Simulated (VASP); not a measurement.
# Co4C in VASP: single point with PBEsol

Aim: the single point of Co4C with PBEsol.

Program: VASP 6.6.1. These are calculated values, not measurements. Logs are shortened: lines on timing, memory, paths and dates and some standing lists are left out, and cuts for length are marked.

## Step 1: The cell of the first run

The cell holds a slab with vacuum, 5 atoms: a = 2.456 Å, b = 2.456 Å, c = 24.954 Å, α = 90.00°, β = 90.00°, γ = 120.00°.

## Step 2: Single point, PBEsol, collinear spin, ferromagnetic start

File INCAR:

```
SYSTEM = Co4C
PREC     = Accurate       ! precision mode
ENCUT    = 520            ! plane-wave cutoff, eV
EDIFF    = 1E-6           ! SCF threshold, eV
ISMEAR   = 0              ! smearing method
SIGMA    = 0.1            ! smearing width, eV
LREAL    = .FALSE.        ! projectors in reciprocal space
LASPH    = .TRUE.         ! aspherical terms in the spheres
NELM     = 200            ! most SCF steps
ALGO     = Normal         ! electronic algorithm
ISIF     = 2              ! what is computed and relaxed
LWAVE    = .FALSE.        ! write WAVECAR
LCHARG   = .FALSE.        ! write CHGCAR
ISPIN    = 2              ! spin polarisation
MAGMOM   = 1.94 1.89 1.88 1.92 2 ! initial moments
LORBIT   = 11             ! projections on sites
LMAXMIX  = 4              ! l up to which the mixer works
LDIPOL   = .TRUE.       
IDIPOL   = 3            
DIPOL    = 0.5 0.5 0.498
GGA      = PS             ! functional
NBANDS   = 48             ! bands
GGA_COMPAT= .FALSE.      
NELMDL   = -8
```

File KPOINTS:

```
Automatic mesh
0
G
  12 12 1
  0 0 0
```

File POSCAR:

```
Co4C
1.0
    2.4564222732      0.0000000000      0.0000000000
   -1.2282111366      2.1273240910      0.0000000000
    0.0000000000      0.0000000000     24.9541203316
Co C
4 1
Direct
    0.6666666667      0.3333333333      0.3406251107
    0.3333333333      0.6666666667      0.4201593419
    0.6666666667      0.3333333333      0.4992542827
    0.3333333333      0.6666666667      0.5825699113
    0.3333333333      0.6666666667      0.6486861811
```

Potentials or basis: VASP PAW PBE potentials, release 64 (Co_sv, C).

Started as:

```console
$ cat potpaw_PBE.64/Co_sv/POTCAR potpaw_PBE.64/C/POTCAR > POTCAR
$ mpirun -np 1 vasp_std > vasp.out
```

OUTCAR:

```text
SYSTEM = Co4C
   PREC = Accurate
   ENCUT = 520
   EDIFF = 1E-6
   ISMEAR = 0
   LREAL = .FALSE.
   LASPH = .TRUE.
   NELM = 200
   ISIF = 2
   ISPIN = 2
   LORBIT = 11
   GGA = PS
   NELMDL = -8

 ion  position               nearest neighbor table
   1  0.667  0.333  0.341-   2 2.44   2 2.44   2 2.44
   2  0.333  0.667  0.420-   3 2.43   3 2.43   3 2.43   1 2.44   1 2.44   1 2.44
   3  0.667  0.333  0.499-   2 2.43   2 2.43   2 2.43   4 2.52   4 2.52   4 2.52
   4  0.333  0.667  0.583-   5 1.65   3 2.52   3 2.52   3 2.52
   5  0.333  0.667  0.649-   4 1.65

  LATTYP: Found a hexagonal cell.
 ALAT       =     2.4564222732
 C/A-ratio  =    10.1587258037

  Lattice vectors:

 A1 = (   2.4564222732,   0.0000000000,   0.0000000000)
 A2 = (  -1.2282111366,   2.1273240910,   0.0000000000)
 A3 = (   0.0000000000,   0.0000000000,  24.9541203316)

Analysis of symmetry for initial positions (statically):
=====================================================================
 Subroutine PRICEL returns:
 Original cell was already a primitive cell.

 Routine SETGRP: Setting up the symmetry group for a
 hexagonal supercell.

 Subroutine GETGRP returns: Found  6 space group operations
 (whereof  6 operations were pure point group operations)
 out of a pool of 24 trial point group operations.

The static configuration has the point symmetry C_3v.

Analysis of symmetry for dynamics (positions and initial velocities):
=====================================================================
 Subroutine PRICEL returns:
 Original cell was already a primitive cell.

 Routine SETGRP: Setting up the symmetry group for a
 hexagonal supercell.

 Subroutine GETGRP returns: Found  6 space group operations
 (whereof  6 operations were pure point group operations)
 out of a pool of 24 trial point group operations.

The dynamic configuration has the point symmetry C_3v.

Analysis of structural, dynamic, and magnetic symmetry:
=====================================================================
 Subroutine PRICEL returns:
 Original cell was already a primitive cell.

 Routine SETGRP: Setting up the symmetry group for a
 hexagonal supercell.

 Subroutine GETGRP returns: Found  6 space group operations
 (whereof  6 operations were pure point group operations)
 out of a pool of 24 trial point group operations.

The overall configuration has the point symmetry C_3v.

 Subroutine INISYM returns: Found  6 space group operations
 (whereof  6 operations are pure point group operations),
 and found     1 'primitive' translations

----------------------------------------------------------------------------------------

                                     Primitive cell

  volume of cell :     130.4004

  direct lattice vectors                    reciprocal lattice vectors
     2.456422273  0.000000000  0.000000000     0.407096130  0.235037060  0.000000000
    -1.228211137  2.127324091  0.000000000     0.000000000  0.470074120  0.000000000
     0.000000000  0.000000000 24.954120332     0.000000000  0.000000000  0.040073542

  length of vectors
     2.456422273  2.456422273 24.954120332     0.470074120  0.470074120  0.040073542

  position of ions in fractional coordinates (direct lattice)
     0.666666667  0.333333333  0.340625111
     0.333333333  0.666666667  0.420159342
     0.666666667  0.333333333  0.499254283
     0.333333333  0.666666667  0.582569911
     0.333333333  0.666666667  0.648686181

  ion indices of the primitive-cell ions
   primitive index   ion index
                 1           1
                 2           2
                 3           3
                 4           4
                 5           5

----------------------------------------------------------------------------------------

 KPOINTS: Automatic mesh

Automatic generation of k-mesh.
 Grid dimensions read from file:
 generate k-points for:   12   12    1

 Generating k-lattice:

  Cartesian coordinates                     Fractional coordinates (reciprocal lattice)
     0.033924677  0.019586422  0.000000000     0.083333333  0.000000000  0.000000000
     0.000000000  0.039172843  0.000000000     0.000000000  0.083333333  0.000000000
     0.000000000  0.000000000  0.040073542     0.000000000  0.000000000  1.000000000

  Length of vectors
     0.039172843  0.039172843  0.040073542

  Shift w.r.t. Gamma in fractional coordinates (k-lattice)
     0.000000000  0.000000000  0.000000000

 Subroutine IBZKPT returns following result:
 ===========================================

 Found     19 irreducible k-points:

 Following reciprocal coordinates:
            Coordinates               Weight
  0.000000  0.000000  0.000000      1.000000
  0.083333 -0.000000  0.000000      6.000000
  0.166667 -0.000000  0.000000      6.000000
  0.250000  0.000000  0.000000      6.000000
  0.333333  0.000000  0.000000      6.000000
  0.416667 -0.000000  0.000000      6.000000
[... 11 lines left out ...]
  0.333333  0.250000  0.000000     12.000000
  0.333333  0.333333  0.000000      2.000000
   k-points           NKPTS =     19   k-points in BZ     NKDIM =     19   number of bands    NBANDS=     48
   number of dos      NEDOS =    301   number of ions     NIONS =      5
   total plane-waves  NPLWV =  62208
   dimension x,y,z NGX =    18 NGY =   18 NGZ =  192
   dimension x,y,z NGXF=    36 NGYF=   36 NGZF=  384
   ions per type =               4   1
   NGX,Y,Z   is equivalent  to a cutoff of  12.18, 12.18, 12.79 a.u.
   NGXF,Y,Z  is equivalent  to a cutoff of  24.36, 24.36, 25.58 a.u.
 SYSTEM =  Co4C
   PREC   = accura    normal or accurate (medium, high low for compatibility)
   ISTART =      0    job   : 0-new  1-cont  2-samecut
   ICHARG =      2    charge: 1-file 2-atom 10-const
   ISPIN  =      2    spin polarized calculation?
   LNONCOLLINEAR =      F non collinear calculations
   LSORBIT =      F    spin-orbit coupling
   LASPH  =      T    aspherical Exc in radial PAW
   ENCUT  =  520.0 eV  38.22 Ry    6.18 a.u.   4.57  4.57 46.40*2*pi/ulx,y,z
   NELM   =    200;   NELMIN=  2; NELMDL= -8     # of ELM steps
   EDIFF  = 0.1E-05   stopping-criterion for ELM
   LREAL  =      F    real-space projection
[... 7 lines left out ...]
   TEBEG  =    0.0;   TEEND  =   0.0 temperature during run
   PSTRESS=    0.0 pullay stress
   NELECT =      72.0000    total number of electrons
   NUPDOWN=      -1.0000    fix difference up-down
   EMIN   =  10.00;   EMAX   =-10.00  energy-range for DOS
   EFERMI =   0.00;   METHOD = LEGACY
   ISMEAR =     0;   SIGMA  =   0.10  broadening in eV -4-tet -1-fermi 0-gaus
   EFERMI_NEDOS =   21; number of points for ismear=-14 and -15
   IALGO  =     38    algorithm
   IMIX   =      4    mixing-type and parameters
     AMIX     =   0.40;   BMIX     =  1.00
     AMIX_MAG =   1.60;   BMIX_MAG =  1.00
  volume/ion in A,a.u.               =      26.08       176.00
  Fermi-wavevector in a.u.,A,eV,Ry     =   1.343052  2.537999 24.542018  1.803787
  Thomas-Fermi vector in A             =   2.471156
   LORBIT       =     11    0 simple, 1 ext, 2 COOP (PROOUT), +10 PAW based schemes
   GGA     = PS    functional components
   LHFCALC =     F    Hartree Fock is set to
   AEXX    =    0.0000 exact exchange contribution
   IVDW    =     0    specifies the selected vdW correction
   LEPSILON=     F    determine dielectric tensor
   LRPA    =     F    only Hartree local field effects (RPA)
 spin polarized calculation
 Gauss-broadening in eV      SIGMA  =   0.10
  energy-cutoff  :      520.00
  volume of cell :      130.40
 maximum number of plane-waves:      3566
   NGX =  9   NGY =  9   NGZ = 93

 dipolmoment           0.000000      0.000000     -0.001239 electrons x Angstroem

 number of electron      71.9999824 magnetization       5.6163243

 dipolmoment           0.000000      0.000000      0.052270 electrons x Angstroem

 Free energy of the ion-electron system (eV)
  ---------------------------------------------------
  ext. energy  EPLUGINS =         0.00000000
  ---------------------------------------------------
  free energy    TOTEN  =       -35.83422729 eV

  energy without entropy =      -35.80534213  energy(sigma->0) =      -35.81978471

 E-fermi :   0.6009     XC(G=0):  -6.0732

 val. band max:        0.5904441480   @ k =   0.4167   0.1667   0.0000
 cond. band min:       0.6466230071   @ k =   0.2500   0.0000   0.0000
 fundamental gap:      0.0561788591
 Fermi energy:         0.6009011564

 spin component 1

 k-point     1 :       0.0000    0.0000    0.0000
  band No.  band energies     occupation
      1     -95.2366      1.00000
      2     -95.1398      1.00000
      3     -95.1327      1.00000
      4     -94.6820      1.00000
      5     -58.7699      1.00000
      6     -58.5702      1.00000
[... 40 lines left out ...]
     47       7.1409      0.00000
     48       8.3735      0.00000
[... 916 lines left out ...]
     47       9.2927      0.00000
     48      10.0907      0.00000
 Fermi energy:         0.6009011564

 spin component 2

 k-point     1 :       0.0000    0.0000    0.0000
  band No.  band energies     occupation
      1     -93.8078      1.00000
      2     -93.1802      1.00000
      3     -93.1365      1.00000
      4     -93.0159      1.00000
      5     -57.6673      1.00000
      6     -56.8730      1.00000
[... 40 lines left out ...]
     47       7.1613      0.00000
     48       8.3477      0.00000
[... 916 lines left out ...]
     47       9.8183      0.00000
     48      10.6780      0.00000

------------------------ aborting loop because EDIFF is reached ----------------------------------------

 vacuum level on the upper side and lower side of the slab       (xc-potential included)         0.914        -0.877

  FORCE on cell =-STRESS in cart. coord.  units (eV):
  Direction    XX          YY          ZZ          XY          YZ          ZX
  --------------------------------------------------------------------------------------
  -------------------------------------------------------------------------------------
  Total       -2.1894337     -2.1894337     -1.2325288      0.0000000      0.0000000      0.0000000
  in kB      -26.9006901    -26.9006901    -15.1435850      0.0000000      0.0000000      0.0000000
  external PRESSURE =     -22.9816551 kB  Pullay stress =       0.0000000 kB

 VOLUME and BASIS-vectors are now :
 -----------------------------------------------------------------------------
  energy-cutoff  :      520.00
  volume of cell :      130.40
      direct lattice vectors                 reciprocal lattice vectors
     2.456422273  0.000000000  0.000000000     0.407096130  0.235037060  0.000000000
    -1.228211137  2.127324091  0.000000000     0.000000000  0.470074120  0.000000000
     0.000000000  0.000000000 24.954120332     0.000000000  0.000000000  0.040073542

 POSITION                                       TOTAL-FORCE (eV/Angst)
 -----------------------------------------------------------------------------------
      1.22821      0.70911      8.50000        -0.000000     -0.000000      0.249569
     -0.00000      1.41822     10.48471        -0.000000      0.000000     -0.243742
      1.22821      0.70911     12.45845        -0.000000      0.000000      0.010242
     -0.00000      1.41822     14.53752        -0.000000      0.000000     -0.148528
     -0.00000      1.41822     16.18739         0.000000      0.000000      0.132460
 -----------------------------------------------------------------------------------
    total drift:                                0.000002      0.000004      0.005485

  FREE ENERGIE OF THE ION-ELECTRON SYSTEM (eV)
  ---------------------------------------------------
  free  energy   TOTEN  =       -35.8342272940 eV

  energy  without entropy=      -35.8053421251  energy(sigma->0) =      -35.81978471

 vacuum level on the upper side and lower side of the slab         7.659         5.881

 total charge

# of ion       s       p       d       tot
------------------------------------------
    1        2.254   6.091   6.685  15.030
    2        2.255   6.130   6.689  15.074
    3        2.256   6.122   6.688  15.066
    4        2.283   6.153   6.799  15.235
    5        1.037   1.108   0.000   2.145
--------------------------------------------------
tot         10.087  25.604  26.861  62.552

 magnetization (x)

# of ion       s       p       d       tot
------------------------------------------
    1       -0.002  -0.010   1.766   1.755
    2       -0.005  -0.012   1.706   1.689
    3       -0.001  -0.009   1.651   1.640
    4       -0.002  -0.008   0.725   0.715
    5       -0.003  -0.031   0.000  -0.034
--------------------------------------------------
tot         -0.013  -0.070   5.848   5.765
```

It took 15 min on 1 thread of Intel Xeon Platinum 8488C (Sapphire Rapids), shared host; peak memory 0.38 GiB.

Results:

| Property | Result |
| --- | --- |
| Free energy | -35.8342 eV |
| Largest force | 0.250 eV/Å |
| Net moment | 5.62 μB per cell |
| Site moments | Co +1.75, +1.69, +1.64, +0.71; C -0.03 μB |
| Valence electrons inside the program's atomic spheres | Co 15.03, 15.07, 15.23 (each value once); C 2.15 |

Forces in eV/Å, atoms in the order of the input:
```
Co   0.000  0.000  0.250
Co   0.000  0.000 -0.244
Co   0.000  0.000  0.010
Co   0.000  0.000 -0.149
C    0.000  0.000  0.132
```

Caveat: the PAW data sets were made with another functional, which shifts forces and pressure a little.
